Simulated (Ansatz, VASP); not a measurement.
## One calculation of Ag, two programs

The input INCAR:

```
SYSTEM = Ag
ALGO     = Normal         ! electronic algorithm
EDIFF    = 1E-6           ! SCF threshold, eV
ENCUT    = 500            ! plane-wave cutoff, eV
GGA      = CA             ! functional
GGA_COMPAT= .False.      
ISIF     = 2              ! what is computed and relaxed
ISMEAR   = 0              ! smearing method
LASPH    = .True.         ! aspherical terms in the spheres
LCHARG   = .False.        ! write CHGCAR
LREAL    = .False.        ! projectors in reciprocal space
LWAVE    = .False.        ! write WAVECAR
NBANDS   = 12             ! bands
NELM     = 120            ! most SCF steps
PREC     = Accurate       ! precision mode
SIGMA    = 0.1            ! smearing width, eV
```

KPOINTS

```
k-points
0
Gamma
  8 8 8
  0 0 0
```

File POSCAR:

```
Ag
1.0
    0.0000000000      2.0300000000      2.0300000000
    2.0300000000      0.0000000000      2.0300000000
    2.0300000000      2.0300000000      0.0000000000
Ag
1
Direct
    0.0000000000      0.0000000000      0.0000000000
```

Input for Ansatz:

```yaml
crystal:
  lattice:
    - [0.0, 2.03, 2.03]
    - [2.03, 0.0, 2.03]
    - [2.03, 2.03, 0.0]
  atoms:
    - { symbol: Ag, position: [0.0, 0.0, 0.0] }
basis:
  ecutwfc: 420
kpoints:
  mp_grid: { grid: [8, 8, 8] }
hamiltonian:
  xc: lda
scf:
  occupations: { method: gaussian, width: 0.1 }
output:
  forces: true
  stress: true
  eigenvalues: true
```

Alike in both runs: task single point; functional LDA; k mesh 8 × 8 × 8; occupations gaussian, width 0.1 eV; no spin polarisation.

|  | VASP | Ansatz |
| --- | --- | --- |
| version | VASP 6.6.1 | Ansatz 0.2.0 |
| potentials or method | VASP PAW LDA potentials, release 64 (Ag), cutoff 500 eV | scalar-relativistic, plane waves, PAW |
| valence electrons in the cell | 11 | 19 |

Ansatz gave:

```
gap on the k mesh at the Fermi level (eV) : none
pressure (GPa)                            : -4.8
```

Estimate VASP's values.

gap on the k mesh at the Fermi level (eV): none; pressure (GPa): -4.6.

LDA's correlation is that of Perdew and Zunger in VASP and of Perdew and Wang (1992) in Ansatz. A gap of «none» marks a metal or a gap that the smearing closes. VASP's potentials hold 11 valence electrons a cell and Ansatz's 19, so a difference there can come from the potentials and not from the codes.
